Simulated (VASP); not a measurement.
Na:

```
Na
1.0
    -2.14100    2.14100    2.14100
     2.14100   -2.14100    2.14100
     2.14100    2.14100   -2.14100
Na
1
Cartesian
  0.0000 0.0000 0.0000
```

* Program: VASP 6.6.1
* Task: relaxation of cell and atoms
* Functional: PBEsol
* Potentials or basis: VASP PAW PBE potentials, release 64 (Na_pv)
* Cutoff: 500 eV
* k mesh: 7 × 7 × 7
* Occupations: fermi-dirac, width 0.05 eV
* Spin: no spin polarisation

At the start: pressure -0.6 GPa; volume 39.26 Å³/atom.

Problem. How do energy, volume and symmetry change on relaxing?

Solution. Over 3 steps the energy falls by 5.4 meV/atom and the volume is 36.20 Å³/atom (-7.8 %); space group Im-3m (No. 229, to 0.1 Å) before and after.

The path:
| step | energy change (eV) | largest force (eV/Å) | pressure (GPa) | volume (Å³) |
| --- | --- | --- | --- | --- |
| 1 | 0.0000 | 0.0000 | -0.56 | 39.26 |
| 2 | -0.0024 | 0.0000 | -0.43 | 38.48 |
| 3 | -0.0054 | 0.0000 | 0.01 | 36.20 |

Final structure:
```
Na
1.0
    -2.08399    2.08399    2.08399
     2.08399   -2.08399    2.08399
     2.08399    2.08399   -2.08399
Na
1
Cartesian
  0.0000 0.0000 0.0000
```

Caveat: the PAW data sets were made with another functional, which shifts forces and pressure a little.
